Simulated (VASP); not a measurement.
# Ca2YS6 (Fm-3m) in VASP: relaxation of cell and atoms with PBE

Aim: the relaxation of cell and atoms of Ca2YS6 with PBE.

All numbers are computed with VASP 6.6.1; they aren't measurements. Logs are shortened: lines on timing, memory, paths and dates and some standing lists are left out, and cuts for length are marked.

## Step 1: The cell of the first run

Symmetry: Fm-3m, No. 225, cubic system. Conventional cell: a = 9.360 Å, b = 9.360 Å, c = 9.360 Å, α = 90.00°, β = 90.00°, γ = 90.00°. Ca (site symmetry -43m) has 12 S at 3.32 Å and 4 Y at 4.05 Å within 4.4 Å. Y (site symmetry m-3m) has 6 S at 2.58 Å within 3.4 Å. Within 3.4 Å of S (site symmetry 4mm) lie 1 Y at 2.58 Å and 4 S at 2.97 Å and 4 Ca at 3.32 Å.

## Step 2: Relaxation of cell and atoms, PBE (atoms taken out)

INCAR reads:

```
PREC = Accurate
ENCUT = 600
EDIFF = 1E-6
ISMEAR = 0
SIGMA = 0.1
LREAL = F
LASPH = T
NELM = 60
ALGO = Normal
ISIF = 3
LWAVE = F
LCHARG = F
GGA = PE
IBRION = 2
NSW = 100
EDIFFG = -0.01
```

KPOINTS reads:

```
regular mesh
0
Gamma
  8 8 8
```

POSCAR reads:

```
Ca2YS6
1.0
    0.0000000000      4.6800521123      4.6800521123
    4.6800521123      0.0000000000      4.6800521123
    4.6800521123      4.6800521123      0.0000000000
Ca Y S
2 1 6
Direct
    0.2500000000      0.2500000000      0.2500000000
    0.7500000000      0.7500000000      0.7500000000
    0.0000000000      0.0000000000      0.0000000000
    0.7242448045      0.2757551955      0.2757551955
    0.2757551955      0.7242448045      0.7242448045
    0.2757551955      0.7242448045      0.2757551955
    0.7242448045      0.2757551955      0.7242448045
    0.2757551955      0.2757551955      0.7242448045
    0.7242448045      0.7242448045      0.2757551955
```

Potentials or basis: VASP PAW PBE potentials, release 64 (Ca_sv, Y_sv, S).

Run with:

```sh
$ cat potpaw_PBE.64/Ca_sv/POTCAR potpaw_PBE.64/Y_sv/POTCAR potpaw_PBE.64/S/POTCAR > POTCAR
$ mpirun -np 1 vasp_std > vasp.out
```

OUTCAR:

```text
PREC = Accurate
   ENCUT = 600
   EDIFF = 1E-6
   ISMEAR = 0
   LREAL = F
   LASPH = T
   NELM = 60
   ISIF = 3
   GGA = PE
   IBRION = 2
   NSW = 100
   EDIFFG = -0.01

 ion  position               nearest neighbor table
   1  0.250  0.250  0.250-
   2  0.750  0.750  0.750-
   3  0.000  0.000  0.000-   4 2.58   5 2.58   6 2.58   7 2.58   8 2.58   9 2.58
   4  0.724  0.276  0.276-   3 2.58
   5  0.276  0.724  0.724-   3 2.58
   6  0.276  0.724  0.276-   3 2.58
   7  0.724  0.276  0.724-   3 2.58
   8  0.276  0.276  0.724-   3 2.58
   9  0.724  0.724  0.276-   3 2.58

  LATTYP: Found a face centered cubic cell.
 ALAT       =     9.3601042246

  Lattice vectors:

 A1 = (   0.0000000000,   4.6800521123,   4.6800521123)
 A2 = (   4.6800521123,   0.0000000000,   4.6800521123)
 A3 = (   4.6800521123,   4.6800521123,   0.0000000000)

Analysis of symmetry for initial positions (statically):
=====================================================================
 Subroutine PRICEL returns:
 Original cell was already a primitive cell.

 Routine SETGRP: Setting up the symmetry group for a
 face centered cubic supercell.

 Subroutine GETGRP returns: Found 48 space group operations
 (whereof 48 operations were pure point group operations)
 out of a pool of 48 trial point group operations.

The static configuration has the point symmetry O_h .

Analysis of symmetry for dynamics (positions and initial velocities):
=====================================================================
 Subroutine PRICEL returns:
 Original cell was already a primitive cell.

 Routine SETGRP: Setting up the symmetry group for a
 face centered cubic supercell.

 Subroutine GETGRP returns: Found 48 space group operations
 (whereof 48 operations were pure point group operations)
 out of a pool of 48 trial point group operations.

The dynamic configuration has the point symmetry O_h .
[... 179 lines left out ...]
      direct lattice vectors                 reciprocal lattice vectors
     0.000000000  4.680052112  4.680052112    -0.106836417  0.106836417  0.106836417
     4.680052112  0.000000000  4.680052112     0.106836417 -0.106836417  0.106836417
     4.680052112  4.680052112  0.000000000     0.106836417  0.106836417 -0.106836417

 POSITION                                       TOTAL-FORCE (eV/Angst)
 -----------------------------------------------------------------------------------
      2.34003      2.34003      2.34003         0.000000      0.000000      0.000000
      7.02008      7.02008      7.02008        -0.000000      0.000000     -0.000000
      0.00000      0.00000      0.00000         0.000000      0.000000      0.000000
      2.58110      4.68005      4.68005        -0.017169      0.000000      0.000000
      6.77901      4.68005      4.68005         0.017169      0.000000      0.000000
      4.68005      2.58110      4.68005         0.000000     -0.017169      0.000000
      4.68005      6.77901      4.68005         0.000000      0.017169      0.000000
      4.68005      4.68005      2.58110         0.000000      0.000000     -0.017169
      4.68005      4.68005      6.77901         0.000000      0.000000      0.017169
 -----------------------------------------------------------------------------------
    total drift:                                0.000000      0.000000      0.000000

  FREE ENERGIE OF THE ION-ELECTRON SYSTEM (eV)
  ---------------------------------------------------
  free  energy   TOTEN  =       -41.7188343217 eV

  energy  without entropy=      -41.6818112337  energy(sigma->0) =      -41.70032278

--------------------------------------- Ionic step        2  -------------------------------------------

 number of electron      67.0000000 magnetization

 Free energy of the ion-electron system (eV)
  ---------------------------------------------------
  ext. energy  EPLUGINS =         0.00000000
  ---------------------------------------------------
  free energy    TOTEN  =       -41.71889160 eV

  energy without entropy =      -41.68186610  energy(sigma->0) =      -41.70037885

 E-fermi :   3.6897     XC(G=0):  -9.5265

 val. band max:        3.6789428840   @ k =  -0.3750   0.2500   0.1250
 cond. band min:       3.6932114696   @ k =  -0.3750   0.5000   0.1250
 fundamental gap:      0.0142685856
 Fermi energy:         3.6896619486

 k-point     1 :       0.0000    0.0000    0.0000
  band No.  band energies     occupation
      1     -37.5986      2.00000
      2     -37.5976      2.00000
      3     -37.0912      2.00000
      4     -18.5580      2.00000
      5     -18.5580      2.00000
      6     -18.5580      2.00000
[... 1021 lines left out ...]
     39       7.4453      0.00000
     40       7.4939      0.00000

 [... further k-points ...]

------------------------ aborting loop because EDIFF is reached ----------------------------------------

  FORCE on cell =-STRESS in cart. coord.  units (eV):
  Direction    XX          YY          ZZ          XY          YZ          ZX
  --------------------------------------------------------------------------------------
  -------------------------------------------------------------------------------------
  Total        0.0175451      0.0175451      0.0175451     -0.0000000     -0.0000000      0.0000000
  in kB        0.1371328      0.1371328      0.1371328     -0.0000000     -0.0000000      0.0000000
  external PRESSURE =       0.1371328 kB  Pullay stress =       0.0000000 kB

 VOLUME and BASIS-vectors are now :
 -----------------------------------------------------------------------------
  energy-cutoff  :      600.00
  volume of cell :      204.99
      direct lattice vectors                 reciprocal lattice vectors
     0.000000000  4.679844754  4.679844754    -0.106841151  0.106841151  0.106841151
     4.679844754 -0.000000000  4.679844754     0.106841151 -0.106841151  0.106841151
     4.679844754  4.679844754 -0.000000000     0.106841151  0.106841151 -0.106841151

 POSITION                                       TOTAL-FORCE (eV/Angst)
 -----------------------------------------------------------------------------------
      2.33992      2.33992      2.33992         0.000000      0.000000      0.000000
      7.01977      7.01977      7.01977        -0.000000     -0.000000     -0.000000
      4.67984     -0.00000      4.67984         0.000000      0.000000      0.000000
      2.58015      4.67984      4.67984        -0.006290      0.000000      0.000000
      6.77953      4.67984      4.67984         0.006290      0.000000     -0.000000
      4.67984      2.58015      4.67984         0.000000     -0.006290      0.000000
      4.67984      6.77953      4.67984         0.000000      0.006290     -0.000000
      4.67984      4.67984      2.58015         0.000000      0.000000     -0.006290
      4.67984      4.67984      6.77953         0.000000      0.000000      0.006290
 -----------------------------------------------------------------------------------
    total drift:                                0.000000      0.000000      0.000000

  FREE ENERGIE OF THE ION-ELECTRON SYSTEM (eV)
  ---------------------------------------------------
  free  energy   TOTEN  =       -41.7188916017 eV

  energy  without entropy=      -41.6818661032  energy(sigma->0) =      -41.70037885

 reached required accuracy - stopping structural energy minimisation
```

OSZICAR:

```text
N       E                     dE             d eps       ncg     rms          rms(c)
DAV:   1     0.558149623316E+03    0.55815E+03   -0.33972E+04  2320   0.172E+03
DAV:   2     0.842577748646E+01   -0.54972E+03   -0.53965E+03  2832   0.393E+02
[... 12 lines left out ...]
   1 F= -.41718834E+02 E0= -.41700323E+02  d E =-.417188E+02
       N       E                     dE             d eps       ncg     rms          rms(c)
DAV:   1    -0.417188785082E+02   -0.44388E-04   -0.48313E-03  2768   0.249E-01    0.919E-02
DAV:   2    -0.417188937513E+02   -0.15243E-04   -0.21525E-04  3152   0.612E-02    0.424E-02
DAV:   3    -0.417188909575E+02    0.27938E-05   -0.13170E-05  2880   0.154E-02    0.168E-02
DAV:   4    -0.417188916017E+02   -0.64420E-06   -0.26278E-06  2568   0.700E-03
   2 F= -.41718892E+02 E0= -.41700379E+02  d E =-.572800E-04
```

CONTCAR:

```text
Ca2YS6
   1.00000000000000
     0.0000000000000000    4.6798447543939377    4.6798447543939377
     4.6798447543939377   -0.0000000000000000    4.6798447543939377
     4.6798447543939377    4.6798447543939377   -0.0000000000000000
  Ca              Y               S
     2     1     6
Direct
     0.2500000000000000    0.2500000000000000    0.2500000000000000
     0.7500000000000000    0.7500000000000000    0.7500000000000000
     0.0000000000000000    1.0000000000000000    0.0000000000000000
     0.7243332922778721    0.2756667077221279    0.2756667077221279
     0.2756667077221279    0.7243332922778721    0.7243332922778721
     0.2756667077221279    0.7243332922778721    0.2756667077221279
     0.7243332922778721    0.2756667077221279    0.7243332922778721
     0.2756667077221279    0.2756667077221279    0.7243332922778721
     0.7243332922778721    0.7243332922778721    0.2756667077221279

  0.00000000E+00  0.00000000E+00  0.00000000E+00
  0.00000000E+00  0.00000000E+00  0.00000000E+00
  0.00000000E+00  0.00000000E+00  0.00000000E+00
  0.00000000E+00  0.00000000E+00  0.00000000E+00
  0.00000000E+00  0.00000000E+00  0.00000000E+00
  0.00000000E+00  0.00000000E+00  0.00000000E+00
  0.00000000E+00  0.00000000E+00  0.00000000E+00
  0.00000000E+00  0.00000000E+00  0.00000000E+00
  0.00000000E+00  0.00000000E+00  0.00000000E+00
```

Wall time 5 min (1 thread of Intel Xeon 6975P-C (Granite Rapids), shared host); peak memory 0.6 GiB.

Results:

| Item | Value |
| --- | --- |
| Free energy | -41.7189 eV |
| Relaxed volume | 22.78 Å³/atom |
| Relaxed cell | a = 6.618 Å, b = 6.618 Å, c = 6.618 Å, α = 60.00°, β = 60.00°, γ = 60.00° |
| Space group after relaxing (to 0.1 Å) | Fm-3m (No. 225) |
| Energy gained by relaxing | 0.0 meV/atom |
| Ionic steps | 2 |
| Pressure after relaxing | 0.0 GPa |
| Largest force after relaxing | 0.006 eV/Å |
| Band gap on the k mesh | zero (an odd number of electrons rules out a gap without spin polarisation) |

Forces in eV/Å, atoms in the order of the input:
```
Ca   0.000  0.000  0.000
Ca   0.000  0.000  0.000
Y    0.000  0.000  0.000
S   -0.006  0.000  0.000
S    0.006  0.000  0.000
S    0.000 -0.006  0.000
S    0.000  0.006  0.000
S    0.000  0.000 -0.006
S    0.000  0.000  0.006
```

Final structure:
```
Ca Y S
1.0
     0.00000    4.67984    4.67984
     4.67984    0.00000    4.67984
     4.67984    4.67984    0.00000
Ca Y S
2 1 6
Cartesian
  2.3399 2.3399 2.3399
  7.0198 7.0198 7.0198
  4.6798 0.0000 4.6798
  2.5802 4.6798 4.6798
  6.7795 4.6798 4.6798
  4.6798 2.5802 4.6798
  4.6798 6.7795 4.6798
  4.6798 4.6798 2.5802
  4.6798 4.6798 6.7795
```

Caveat: the cell differs from its parent crystal (atoms taken out); an odd number of electrons without spin polarisation forces a metal; a magnetic or distorted state may lie lower.
